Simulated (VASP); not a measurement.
# Ni (P6_3/mmc) in VASP: single point with PBE

Aim: the single point of Ni with PBE.

All numbers are computed with VASP 6.6.1; they aren't measurements. Logs are shortened: lines on timing, memory, paths and dates and some standing lists are left out, and cuts for length are marked.

## 1. The cell of the first run

The structure is hexagonal, space group P6_3/mmc (No. 194). Conventional cell: a = 2.533 Å, b = 2.533 Å, c = 4.053 Å, α = 90.00°, β = 90.00°, γ = 120.00°. Within 3.3 Å of Ni (site symmetry -6m2) lie 12 Ni at 2.50 to 2.53 Å.

## 2. Single point, PBE, collinear spin, antiferromagnetic start

Input file INCAR:

```
ALGO     = Normal         # electronic algorithm
EDIFF    = 1E-6           # SCF threshold, eV
ENCUT    = 600            # plane-wave cutoff, eV
GGA      = PE             # functional
GGA_COMPAT= False        
ISIF     = 2              # what is computed and relaxed
ISMEAR   = -1             # smearing method
ISPIN    = 2              # spin polarisation
LASPH    = True           # aspherical terms in the spheres
LCHARG   = False          # write CHGCAR
LMAXMIX  = 4              # l up to which the mixer works
LORBIT   = 11             # projections on sites
LREAL    = False          # projectors in reciprocal space
LWAVE    = False          # write WAVECAR
MAGMOM   = 0.8 -0.8       # initial moments
NBANDS   = 21             # bands
NELM     = 200            # most SCF steps
PREC     = Accurate       # precision mode
SIGMA    = 0.1            # smearing width, eV
```

Input file KPOINTS:

```
k-points
0
Gamma
  4 4 2
```

Input file POSCAR:

```
Ni
1.0
    2.5331356909      0.0000000000      0.0000000000
   -1.2665678454      2.1937598595      0.0000000000
    0.0000000000      0.0000000000      4.0530171054
Ni
2
Direct
    0.3333333333      0.6666666667      0.2500000000
    0.6666666667      0.3333333333      0.7500000000
```

Potentials or basis: VASP PAW PBE potentials, release 64 (Ni).

Command:

```console
cat potpaw_PBE.64/Ni/POTCAR > POTCAR
mpirun -np 1 vasp_std > vasp.out
```

OUTCAR:

```text
EDIFF = 1E-6
   ENCUT = 600
   GGA = PE
   ISIF = 2
   ISMEAR = -1
   ISPIN = 2
   LASPH = True
   LORBIT = 11
   LREAL = False
   NELM = 200
   PREC = Accurate

 ion  position               nearest neighbor table
   1  0.333  0.667  0.250-   2 2.50   2 2.50   2 2.50   2 2.50   2 2.50   2 2.50
   2  0.667  0.333  0.750-   1 2.50   1 2.50   1 2.50   1 2.50   1 2.50   1 2.50

  LATTYP: Found a hexagonal cell.
 ALAT       =     2.5331356909
 C/A-ratio  =     1.6000000000

  Lattice vectors:

 A1 = (   2.5331356909,   0.0000000000,   0.0000000000)
 A2 = (  -1.2665678454,   2.1937598595,   0.0000000000)
 A3 = (   0.0000000000,   0.0000000000,   4.0530171054)

Analysis of symmetry for initial positions (statically):
=====================================================================
 Subroutine PRICEL returns:
 Original cell was already a primitive cell.

 Routine SETGRP: Setting up the symmetry group for a
 hexagonal supercell.

 Subroutine GETGRP returns: Found 24 space group operations
 (whereof 12 operations were pure point group operations)
 out of a pool of 24 trial point group operations.

The static configuration has the point symmetry D_3d.
 The point group associated with its full space group is D_6h.

Analysis of symmetry for dynamics (positions and initial velocities):
=====================================================================
 Subroutine PRICEL returns:
 Original cell was already a primitive cell.

 Routine SETGRP: Setting up the symmetry group for a
 hexagonal supercell.

 Subroutine GETGRP returns: Found 24 space group operations
 (whereof 12 operations were pure point group operations)
 out of a pool of 24 trial point group operations.

The dynamic configuration has the point symmetry D_3d.
 The point group associated with its full space group is D_6h.

Analysis of structural, dynamic, and magnetic symmetry:
=====================================================================
 Subroutine PRICEL returns:
 Original cell was already a primitive cell.

 Routine SETGRP: Setting up the symmetry group for a
 hexagonal supercell.

 Subroutine GETGRP returns: Found 24 space group operations
 (whereof 12 operations were pure point group operations)
 out of a pool of 24 trial point group operations.

The overall configuration has the point symmetry D_3d.
 The point group associated with its full space group is D_6h.

 Subroutine INISYM returns: Found 24 space group operations
 (whereof 12 operations are pure point group operations),
 and found     1 'primitive' translations

----------------------------------------------------------------------------------------

                                     Primitive cell

  volume of cell :      22.5230

  direct lattice vectors                    reciprocal lattice vectors
     2.533135691  0.000000000  0.000000000     0.394767641  0.227919204  0.000000000
    -1.266567845  2.193759860  0.000000000     0.000000000  0.455838407  0.000000000
     0.000000000  0.000000000  4.053017105     0.000000000  0.000000000  0.246729775

  length of vectors
     2.533135691  2.533135691  4.053017105     0.455838407  0.455838407  0.246729775

  position of ions in fractional coordinates (direct lattice)
     0.333333333  0.666666667  0.250000000
     0.666666667  0.333333333  0.750000000

  ion indices of the primitive-cell ions
   primitive index   ion index
                 1           1
                 2           2

----------------------------------------------------------------------------------------

 KPOINTS: k-points

Automatic generation of k-mesh.
 Grid dimensions read from file:
 generate k-points for:    4    4    2

 Generating k-lattice:

  Cartesian coordinates                     Fractional coordinates (reciprocal lattice)
     0.098691910  0.056979801  0.000000000     0.250000000  0.000000000  0.000000000
     0.000000000  0.113959602  0.000000000     0.000000000  0.250000000  0.000000000
     0.000000000  0.000000000  0.123364888     0.000000000  0.000000000  0.500000000

  Length of vectors
     0.113959602  0.113959602  0.123364888

  Shift w.r.t. Gamma in fractional coordinates (k-lattice)
     0.000000000  0.000000000  0.000000000

 Subroutine IBZKPT returns following result:
 ===========================================

 Found      8 irreducible k-points:

 Following reciprocal coordinates:
            Coordinates               Weight
  0.000000  0.000000  0.000000      1.000000
  0.250000 -0.000000  0.000000      6.000000
  0.500000 -0.000000  0.000000      3.000000
  0.250000  0.250000  0.000000      6.000000
  0.000000  0.000000  0.500000      1.000000
  0.250000 -0.000000  0.500000      6.000000
  0.500000 -0.000000  0.500000      3.000000
  0.250000  0.250000  0.500000      6.000000
   k-points           NKPTS =      8   k-points in BZ     NKDIM =      8   number of bands    NBANDS=     21
   number of dos      NEDOS =    301   number of ions     NIONS =      2
   total plane-waves  NPLWV =  12800
   dimension x,y,z NGX =    20 NGY =   20 NGZ =   32
   dimension x,y,z NGXF=    40 NGYF=   40 NGZF=   64
   ions per type =               2
   NGX,Y,Z   is equivalent  to a cutoff of  13.13, 13.13, 13.13 a.u.
   NGXF,Y,Z  is equivalent  to a cutoff of  26.25, 26.25, 26.25 a.u.
 SYSTEM =  unknown system
   PREC   = accura    normal or accurate (medium, high low for compatibility)
   ISTART =      0    job   : 0-new  1-cont  2-samecut
   ICHARG =      2    charge: 1-file 2-atom 10-const
   ISPIN  =      2    spin polarized calculation?
   LNONCOLLINEAR =      F non collinear calculations
   LSORBIT =      F    spin-orbit coupling
   LASPH  =      T    aspherical Exc in radial PAW
   ENCUT  =  600.0 eV  44.10 Ry    6.64 a.u.   5.06  5.06  8.09*2*pi/ulx,y,z
   NELM   =    200;   NELMIN=  2; NELMDL= -5     # of ELM steps
   EDIFF  = 0.1E-05   stopping-criterion for ELM
   LREAL  =      F    real-space projection
   EDIFFG = 0.1E-04   stopping-criterion for IOM
   NSW    =      0    number of steps for IOM
   IBRION =     -1    ionic relax: 0-MD 1-quasi-New 2-CG
   NFREE  =      0    steps in history (QN), initial steepest desc. (CG)
   ISIF   =      2    stress and relaxation
   ISYM   =      2    0-nonsym 1-usesym 2-fastsym
   POTIM  = 0.5000    time-step for ionic-motion
   TEBEG  =    0.0;   TEEND  =   0.0 temperature during run
   PSTRESS=    0.0 pullay stress
   NELECT =      20.0000    total number of electrons
   NUPDOWN=      -1.0000    fix difference up-down
   EMIN   =  10.00;   EMAX   =-10.00  energy-range for DOS
   EFERMI =   0.00;   METHOD = LEGACY
   ISMEAR =    -1;   SIGMA  =   0.10  broadening in eV -4-tet -1-fermi 0-gaus
   EFERMI_NEDOS =   21; number of points for ismear=-14 and -15
   IALGO  =     38    algorithm
   IMIX   =      4    mixing-type and parameters
     AMIX     =   0.40;   BMIX     =  1.00
     AMIX_MAG =   1.60;   BMIX_MAG =  1.00
  volume/ion in A,a.u.               =      11.26        76.00
  Fermi-wavevector in a.u.,A,eV,Ry     =   1.573534  2.973548 33.688157  2.476010
  Thomas-Fermi vector in A             =   2.674804
   LORBIT       =     11    0 simple, 1 ext, 2 COOP (PROOUT), +10 PAW based schemes
   GGA     = PE    functional components
   LHFCALC =     F    Hartree Fock is set to
   AEXX    =    0.0000 exact exchange contribution
   IVDW    =     0    specifies the selected vdW correction
   LEPSILON=     F    determine dielectric tensor
   LRPA    =     F    only Hartree local field effects (RPA)
 spin polarized calculation
  energy-cutoff  :      600.00
  volume of cell :       22.52
 maximum number of plane-waves:       762
   NGX = 11   NGY = 11   NGZ = 17

 number of electron      20.0000012 magnetization       0.0000000

 number of electron      20.0000012 magnetization      -0.0000000

 Free energy of the ion-electron system (eV)
  ---------------------------------------------------
  ext. energy  EPLUGINS =         0.00000000
  ---------------------------------------------------
  free energy    TOTEN  =       -10.84596383 eV

  energy without entropy =      -10.62409275  energy(sigma->0) =      -10.73502829

 E-fermi :   8.8494     XC(G=0): -13.0446

 val. band max:        8.8396371475   @ k =   0.2500   0.2500   0.5000
 cond. band min:       8.8537698004   @ k =   0.0000   0.0000   0.0000
 fundamental gap:      0.0141326529
 Fermi energy:         8.8493857558

 spin component 1

 k-point     1 :       0.0000    0.0000    0.0000
  band No.  band energies     occupation
      1       0.1088      1.00000
      2       4.5468      1.00000
      3       7.0119      1.00000
      4       7.0119      1.00000
      5       7.0979      1.00000
      6       7.3850      1.00000
[... 13 lines left out ...]
     20      34.7180      0.00000
     21      39.1963      0.00000

 k-point     2 :       0.2500   -0.0000    0.0000
  band No.  band energies     occupation
      1       2.0718      1.00000
      2       5.3602      1.00000
      3       6.1329      1.00000
      4       6.3831      1.00000
      5       7.0691      1.00000
      6       7.2257      1.00000
[... 13 lines left out ...]
     20      36.1133      0.00000
     21      36.8093      0.00000
[... 102 lines left out ...]
      4       6.0806      1.00000
      5       7.6954      0.99999
      6       7.8166      0.99997
[... 13 lines left out ...]
     20      29.8678      0.00000
     21      34.3241      0.00000

 k-point     8 :       0.2500    0.2500    0.5000
  band No.  band energies     occupation
      1       5.2513      1.00000
      2       5.2672      1.00000
      3       6.2145      1.00000
      4       6.3673      1.00000
      5       6.6285      1.00000
      6       6.7231      1.00000
[... 13 lines left out ...]
     20      35.4244      0.00000
     21      36.7604      0.00000
 Fermi energy:         8.8493857558

 spin component 2

 k-point     1 :       0.0000    0.0000    0.0000
  band No.  band energies     occupation
      1       0.1088      1.00000
      2       4.5468      1.00000
      3       7.0119      1.00000
      4       7.0119      1.00000
      5       7.0979      1.00000
      6       7.3850      1.00000
[... 13 lines left out ...]
     20      34.7180      0.00000
     21      39.1963      0.00000

 k-point     2 :       0.2500   -0.0000    0.0000
  band No.  band energies     occupation
      1       2.0718      1.00000
      2       5.3602      1.00000
      3       6.1329      1.00000
      4       6.3831      1.00000
      5       7.0691      1.00000
      6       7.2257      1.00000
[... 13 lines left out ...]
     20      36.1133      0.00000
     21      36.8093      0.00000
[... 103 lines left out ...]
      5       7.6954      0.99999
      6       7.8166      0.99997
[... 13 lines left out ...]
     20      29.8678      0.00000
     21      34.3208      0.00000

 k-point     8 :       0.2500    0.2500    0.5000
  band No.  band energies     occupation
      1       5.2513      1.00000
      2       5.2672      1.00000
      3       6.2145      1.00000
      4       6.3673      1.00000
      5       6.6285      1.00000
      6       6.7231      1.00000
[... 13 lines left out ...]
     20      35.4244      0.00000
     21      36.7604      0.00000

------------------------ aborting loop because EDIFF is reached ----------------------------------------

  FORCE on cell =-STRESS in cart. coord.  units (eV):
  Direction    XX          YY          ZZ          XY          YZ          ZX
  --------------------------------------------------------------------------------------
  -------------------------------------------------------------------------------------
  Total       -1.1427034     -1.1427034      0.2228757     -0.0000000      0.0000000      0.0000000
  in kB      -81.2864406    -81.2864406     15.8543066     -0.0000000      0.0000000      0.0000000
  external PRESSURE =     -48.9061916 kB  Pullay stress =       0.0000000 kB

 VOLUME and BASIS-vectors are now :
 -----------------------------------------------------------------------------
  energy-cutoff  :      600.00
  volume of cell :       22.52
      direct lattice vectors                 reciprocal lattice vectors
     2.533135691  0.000000000  0.000000000     0.394767641  0.227919204  0.000000000
    -1.266567845  2.193759860  0.000000000     0.000000000  0.455838407  0.000000000
     0.000000000  0.000000000  4.053017105     0.000000000  0.000000000  0.246729775

 POSITION                                       TOTAL-FORCE (eV/Angst)
 -----------------------------------------------------------------------------------
     -0.00000      1.46251      1.01325        -0.000000      0.000000      0.000000
      1.26657      0.73125      3.03976         0.000000     -0.000000      0.000000
 -----------------------------------------------------------------------------------
    total drift:                               -0.000000      0.000000     -0.000000

  FREE ENERGIE OF THE ION-ELECTRON SYSTEM (eV)
  ---------------------------------------------------
  free  energy   TOTEN  =       -10.8459638340 eV

  energy  without entropy=      -10.6240927530  energy(sigma->0) =      -10.73502829

 total charge

# of ion       s       p       d       tot
------------------------------------------
    1        0.481   0.454   8.323   9.258
    2        0.481   0.454   8.323   9.258
--------------------------------------------------
tot          0.963   0.908  16.647  18.517

 magnetization (x)

# of ion       s       p       d       tot
------------------------------------------
    1       -0.001  -0.000   0.187   0.185
    2        0.001   0.000  -0.187  -0.185
--------------------------------------------------
tot          0.000   0.000   0.000   0.000
```

It took 12 s on 1 thread of Intel Xeon Platinum 8488C (Sapphire Rapids), shared host; peak memory 0.14 GiB.

What came out:

- Free energy: -10.8460 eV
- Pressure: -4.9 GPa
- Band gap on the k mesh: zero (filled and empty bands overlap)
- Net moment: 0.00 μB per cell
- Site moments: Ni +0.18, -0.18 μB
- Valence electrons inside the program's atomic spheres: Ni 9.26

Levels at points of the mesh, in eV from the Fermi level:
Spin up:
| k point | band 6 | band 7 | band 8 | band 9 | band 10 | band 11 | band 12 | band 13 | band 14 | band 15 |
| --- | --- | --- | --- | --- | --- | --- | --- | --- | --- | --- |
| (0.00, 0.00, 0.00) | -1.46 | -1.46 | -1.22 | -1.22 | -0.22 | -0.22 | 0.00 | 6.01 | 21.97 | 23.44 |
| (0.50, 0.00, 0.00) | -1.74 | -1.43 | -0.24 | -0.01 | 0.06 | 1.39 | 3.11 | 9.37 | 9.88 | 12.41 |
| (0.00, 0.00, 0.50) | -1.95 | -1.78 | -1.78 | -0.53 | -0.53 | -0.46 | -0.46 | 14.72 | 14.77 | 22.67 |
| (0.50, 0.00, 0.50) | -1.03 | -0.61 | -0.47 | -0.20 | 0.06 | 1.55 | 1.57 | 6.69 | 6.74 | 17.62 |
Spin down:
```csv
k point,band 8,band 9,band 10,band 11,band 12,band 13
"(0.00, 0.00, 0.00)",-1.22,-1.22,-0.22,-0.22,0.00,6.01
"(0.50, 0.00, 0.00)",-0.24,-0.01,0.06,1.39,3.11,9.37
"(0.00, 0.00, 0.50)",-1.78,-0.53,-0.53,-0.46,-0.46,14.72
"(0.50, 0.00, 0.50)",-0.47,-0.20,0.06,1.55,1.57,6.69
```

Caveat: the k points lie up to 0.78 Å⁻¹ apart.
